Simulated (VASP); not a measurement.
# HfC (P1) in VASP: further runs

The runs below take HfC through single point, with PBE.

Program: VASP 6.6.1. These are calculated values, not measurements. Logs are shortened: lines on timing, memory, paths and dates and some standing lists are left out, and cuts for length are marked.

## 1. The cell of the first run

The typed cell holds 2 atoms: a = 3.324 Å, b = 3.185 Å, c = 3.246 Å, α = 59.26°, β = 60.78°, γ = 59.63°.

## 2. Single point, PBE

Contents of INCAR:

```
PREC     = Accurate       # precision mode
ENCUT    = 520            # plane-wave cutoff, eV
EDIFF    = 1E-7           # SCF threshold, eV
ISMEAR   = -1             # smearing method
SIGMA    = 0.1            # smearing width, eV
LREAL    = F              # projectors in reciprocal space
LASPH    = T              # aspherical terms in the spheres
NELM     = 80             # most SCF steps
ALGO     = Normal         # electronic algorithm
ISIF     = 2              # what is computed and relaxed
LWAVE    = F              # write WAVECAR
LCHARG   = F              # write CHGCAR
GGA      = PE             # functional
NBANDS   = 14             # bands
```

Contents of KPOINTS:

```
regular mesh
0
Gamma
  6 6 6
```

Contents of POSCAR:

```
HfC
1.0
   -0.0460200000      2.3412800000      2.3591800000
    2.2447700000      0.0541400000      2.2590100000
    2.2973600000      2.2937000000      0.0015500000
Hf C
1 1
Direct
    0.5451300000      0.4898700000      0.4574200000
    0.9805765157      1.0003660309      0.9817806384
```

Potentials or basis: VASP PAW PBE potentials, release 64 (Hf_pv, C).

Run with:

```bash
> cat potpaw_PBE.64/Hf_pv/POTCAR potpaw_PBE.64/C/POTCAR > POTCAR
> mpirun -np 1 vasp_std > vasp.out
```

OUTCAR:

```text
PREC = Accurate
   ENCUT = 520
   EDIFF = 1E-7
   ISMEAR = -1
   LREAL = F
   LASPH = T
   NELM = 80
   ISIF = 2
   GGA = PE

 ion  position               nearest neighbor table
   1  0.545  0.490  0.457-   2 2.18   2 2.20   2 2.22   2 2.38   2 2.39   2 2.44
   2  0.981  0.000  0.982-   1 2.18   1 2.20   1 2.22   1 2.38   1 2.39   1 2.44

  LATTYP: Found a triclinic cell.
 ALAT       =     5.6678582841
 B/A-ratio  =     0.5727685658
 C/A-ratio  =     0.8149133257
 COS(alpha) =     0.0009289004
 COS(beta)  =     0.4258451517
 COS(gamma) =     0.8590802196

  Lattice vectors:

 A1 = (  -2.2513400000,  -4.6349800000,  -2.3607300000)
 A2 = (  -2.2973600000,  -2.2937000000,  -0.0015500000)
 A3 = (   0.0986100000,  -0.1017200000,  -4.6166400000)

Analysis of symmetry for initial positions (statically):
=====================================================================
 Subroutine PRICEL returns:
 Original cell was already a primitive cell.

 Routine SETGRP: Setting up the symmetry group for a
 triclinic supercell.

 Subroutine GETGRP returns: Found  1 space group operations
 (whereof  1 operations were pure point group operations)
 out of a pool of  2 trial point group operations.

The static configuration has the point symmetry C_1 .

Analysis of symmetry for dynamics (positions and initial velocities):
=====================================================================
 Subroutine PRICEL returns:
 Original cell was already a primitive cell.

 Routine SETGRP: Setting up the symmetry group for a
 triclinic supercell.

 Subroutine GETGRP returns: Found  1 space group operations
 (whereof  1 operations were pure point group operations)
 out of a pool of  2 trial point group operations.

The dynamic configuration has the point symmetry C_1 .

 Subroutine INISYM returns: Found  1 space group operations
 (whereof  1 operations are pure point group operations),
 and found     1 'primitive' translations

----------------------------------------------------------------------------------------

                                     Primitive cell

  volume of cell :      24.2346

  direct lattice vectors                    reciprocal lattice vectors
    -0.046020000  2.341280000  2.359180000    -0.213802381  0.214003437  0.207325786
     2.244770000  0.054140000  2.259010000     0.223136771 -0.223645751  0.226301545
     2.297360000  2.293700000  0.001550000     0.212970577  0.222813016 -0.216968079

  length of vectors
     3.324069817  3.185129459  3.246371060     0.366732751  0.388612698  0.376931365

  position of ions in fractional coordinates (direct lattice)
     0.545130000  0.489870000  0.457420000
     0.980576516  0.000366031  0.981780638

  ion indices of the primitive-cell ions
   primitive index   ion index
                 1           1
                 2           2

----------------------------------------------------------------------------------------

 KPOINTS: regular mesh

Automatic generation of k-mesh.
 Grid dimensions read from file:
 generate k-points for:    6    6    6

 Generating k-lattice:

  Cartesian coordinates                     Fractional coordinates (reciprocal lattice)
    -0.035633730  0.035667239  0.034554298     0.166666667 -0.000000000 -0.000000000
     0.037189462 -0.037274292  0.037716924     0.000000000  0.166666667  0.000000000
     0.035495096  0.037135503 -0.036161346     0.000000000  0.000000000  0.166666667

  Length of vectors
     0.061122125  0.064768783  0.062821894

  Shift w.r.t. Gamma in fractional coordinates (k-lattice)
     0.000000000  0.000000000  0.000000000

 Subroutine IBZKPT returns following result:
 ===========================================

 Found    112 irreducible k-points:

 Following reciprocal coordinates:
            Coordinates               Weight
  0.000000  0.000000  0.000000      1.000000
  0.166667  0.000000  0.000000      2.000000
  0.333333 -0.000000  0.000000      2.000000
  0.500000  0.000000  0.000000      1.000000
 -0.000000  0.166667 -0.000000      2.000000
  0.166667  0.166667  0.000000      2.000000
[... 16 lines left out ...]
  0.333333 -0.000000  0.166667      2.000000
  0.500000  0.000000  0.166667      2.000000
 [... further k-points ...]
   k-points           NKPTS =    112   k-points in BZ     NKDIM =    112   number of bands    NBANDS=     14
   number of dos      NEDOS =    301   number of ions     NIONS =      2
   total plane-waves  NPLWV =  16128
   dimension x,y,z NGX =    28 NGY =   24 NGZ =   24
   dimension x,y,z NGXF=    56 NGYF=   48 NGZF=   48
   ions per type =               1   1
   NGX,Y,Z   is equivalent  to a cutoff of  14.00, 12.53, 12.29 a.u.
   NGXF,Y,Z  is equivalent  to a cutoff of  28.01, 25.05, 24.58 a.u.
 SYSTEM =  unknown system
   PREC   = accura    normal or accurate (medium, high low for compatibility)
   ISTART =      0    job   : 0-new  1-cont  2-samecut
   ICHARG =      2    charge: 1-file 2-atom 10-const
   ISPIN  =      1    spin polarized calculation?
   LNONCOLLINEAR =      F non collinear calculations
   LSORBIT =      F    spin-orbit coupling
   LASPH  =      T    aspherical Exc in radial PAW
   ENCUT  =  520.0 eV  38.22 Ry    6.18 a.u.   6.18  5.92  6.04*2*pi/ulx,y,z
   NELM   =     80;   NELMIN=  2; NELMDL= -5     # of ELM steps
   EDIFF  = 0.1E-06   stopping-criterion for ELM
   LREAL  =      F    real-space projection
   EDIFFG = 0.1E-05   stopping-criterion for IOM
   NSW    =      0    number of steps for IOM
   IBRION =     -1    ionic relax: 0-MD 1-quasi-New 2-CG
   NFREE  =      0    steps in history (QN), initial steepest desc. (CG)
   ISIF   =      2    stress and relaxation
   ISYM   =      2    0-nonsym 1-usesym 2-fastsym
   POTIM  = 0.5000    time-step for ionic-motion
   TEBEG  =    0.0;   TEEND  =   0.0 temperature during run
   PSTRESS=    0.0 pullay stress
   NELECT =      14.0000    total number of electrons
   NUPDOWN=      -1.0000    fix difference up-down
   EMIN   =  10.00;   EMAX   =-10.00  energy-range for DOS
   EFERMI =   0.00;   METHOD = LEGACY
   ISMEAR =    -1;   SIGMA  =   0.10  broadening in eV -4-tet -1-fermi 0-gaus
   EFERMI_NEDOS =   21; number of points for ismear=-14 and -15
   IALGO  =     38    algorithm
   IMIX   =      4    mixing-type and parameters
     AMIX     =   0.40;   BMIX     =  1.00
     AMIX_MAG =   1.60;   BMIX_MAG =  1.00
  volume/ion in A,a.u.               =      12.12        81.77
  Fermi-wavevector in a.u.,A,eV,Ry     =   1.363450  2.576546 25.293162  1.858995
  Thomas-Fermi vector in A             =   2.489852
   LORBIT       =      0    0 simple, 1 ext, 2 COOP (PROOUT), +10 PAW based schemes
   GGA     = PE    functional components
   LHFCALC =     F    Hartree Fock is set to
   AEXX    =    0.0000 exact exchange contribution
   IVDW    =     0    specifies the selected vdW correction
   LEPSILON=     F    determine dielectric tensor
   LRPA    =     F    only Hartree local field effects (RPA)
 non-spin polarized calculation
  energy-cutoff  :      520.00
  volume of cell :       24.23
 maximum number of plane-waves:       663
 NGX is ok and might be reduce to    28
   NGX = 13   NGY = 11   NGZ = 13

 number of electron      14.0000001 magnetization

 Free energy of the ion-electron system (eV)
  ---------------------------------------------------
  ext. energy  EPLUGINS =         0.00000000
  ---------------------------------------------------
  free energy    TOTEN  =       -20.82540433 eV

  energy without entropy =      -20.81747545  energy(sigma->0) =      -20.82143989

 E-fermi :   6.3480     XC(G=0): -12.4518

 val. band max:        6.2760551449   @ k =  -0.0000   0.5000   0.5000
 cond. band min:       6.3662221761   @ k =   0.3333  -0.0000   0.3333
 fundamental gap:      0.0901670312
 Fermi energy:         6.3480292698

 k-point     1 :       0.0000    0.0000    0.0000
  band No.  band energies     occupation
      1     -23.1893      2.00000
      2     -23.1563      2.00000
      3     -23.1305      2.00000
      4      -6.2244      2.00000
      5       5.8850      1.98069
      6       6.3966      0.76173
      7       6.7596      0.03209
      8       8.1742      0.00000
      9       8.2635      0.00000
     10       8.6610      0.00000
     11      10.1849      0.00000
     12      10.4109      0.00000
     13      13.4808      0.00000
     14      17.2983      0.00000

 k-point     2 :       0.1667    0.0000    0.0000
  band No.  band energies     occupation
      1     -23.3754      2.00000
      2     -23.1677      2.00000
      3     -23.1510      2.00000
      4      -5.5522      2.00000
      5       4.1520      2.00000
      6       5.1517      1.99999
      7       5.4473      1.99975
      8       8.6483      0.00000
      9       8.8892      0.00000
     10       9.2001      0.00000
     11      12.4059      0.00000
     12      12.4469      0.00000
     13      14.7089      0.00000
     14      18.8365      0.00000

 k-point     3 :       0.3333   -0.0000    0.0000
  band No.  band energies     occupation
      1     -23.7311      2.00000
      2     -23.1909      2.00000
      3     -23.1867      2.00000
      4      -3.9030      2.00000
      5       1.5819      2.00000
      6       3.6873      2.00000
      7       4.0215      2.00000
      8      10.1740      0.00000
      9      10.2429      0.00000
     10      10.6313      0.00000
     11      15.4898      0.00000
     12      15.8387      0.00000
     13      15.8976      0.00000
     14      19.9627      0.00000
[... 324 lines left out ...]
 k-point    23 :       0.3333   -0.0000    0.1667
  band No.  band energies     occupation
      1     -23.6233      2.00000
      2     -23.2853      2.00000
      3     -23.2469      2.00000
      4      -4.2413      2.00000
      5       2.1363      2.00000
      6       3.9612      2.00000
      7       5.0106      2.00000
      8       7.6685      0.00000
      9      11.0803      0.00000
     10      11.5433      0.00000
     11      13.2471      0.00000
     12      14.5152      0.00000
     13      17.8850      0.00000
     14      20.1742      0.00000

 k-point    24 :       0.5000    0.0000    0.1667
  band No.  band energies     occupation
      1     -23.8226      2.00000
      2     -23.3419      2.00000
      3     -23.2522      2.00000
      4      -3.0421      2.00000
      5       0.8528      2.00000
      6       3.3375      2.00000
      7       3.9916      2.00000
      8       9.2981      0.00000
      9      11.7417      0.00000
     10      12.6043      0.00000
     11      15.0650      0.00000
     12      16.1077      0.00000
     13      17.7632      0.00000
     14      19.2727      0.00000

 [... further k-points ...]
[... 5 lines left out ...]
  --------------------------------------------------------------------------------------
  -------------------------------------------------------------------------------------
  Total        1.7025590      1.9444929      1.9338861      0.1384743     -1.3727291      1.3028161
  in kB      112.5583059    128.5528611    127.8516324      9.1547088    -90.7528380     86.1308024
  external PRESSURE =     122.9875998 kB  Pullay stress =       0.0000000 kB

 VOLUME and BASIS-vectors are now :
 -----------------------------------------------------------------------------
  energy-cutoff  :      520.00
  volume of cell :       24.23
      direct lattice vectors                 reciprocal lattice vectors
    -0.046020000  2.341280000  2.359180000    -0.213802381  0.214003437  0.207325786
     2.244770000  0.054140000  2.259010000     0.223136771 -0.223645751  0.226301545
     2.297360000  2.293700000  0.001550000     0.212970577  0.222813016 -0.216968079

 POSITION                                       TOTAL-FORCE (eV/Angst)
 -----------------------------------------------------------------------------------
      2.12542      2.35201      2.39339         0.691120     -0.816285     -1.016710
      2.21120      4.54773      2.31571        -0.691120      0.816285      1.016710
 -----------------------------------------------------------------------------------
    total drift:                                0.000016      0.000023     -0.000036

  FREE ENERGIE OF THE ION-ELECTRON SYSTEM (eV)
  ---------------------------------------------------
  free  energy   TOTEN  =       -20.8254043347 eV

  energy  without entropy=      -20.8174754486  energy(sigma->0) =      -20.82143989
```

Run time: 76 s. Hardware: 1 thread of AMD EPYC 7R13, shared host; peak memory 0.14 GiB.

What came out:

```yaml
Free_energy: -20.8254 eV
Pressure: 12.3 GPa
Largest_force: 1.476 eV/Å
Band_gap_on_the_k_mesh: zero (band 7 reaches 6.76 eV, above the bottom of band 8 at 6.37 eV)
```

Forces on the atoms (eV/Å):
```
Hf   0.691 -0.816 -1.017
C   -0.691  0.816  1.017
```

Caveat: the k points lie up to 0.41 Å⁻¹ apart; spin-orbit coupling is left out, which moves the levels of the heavy elements; forces of over 1 eV/Å act on the atoms, so gaps and moduli don't describe the material at rest.

(Continued in part 2 of 2.)
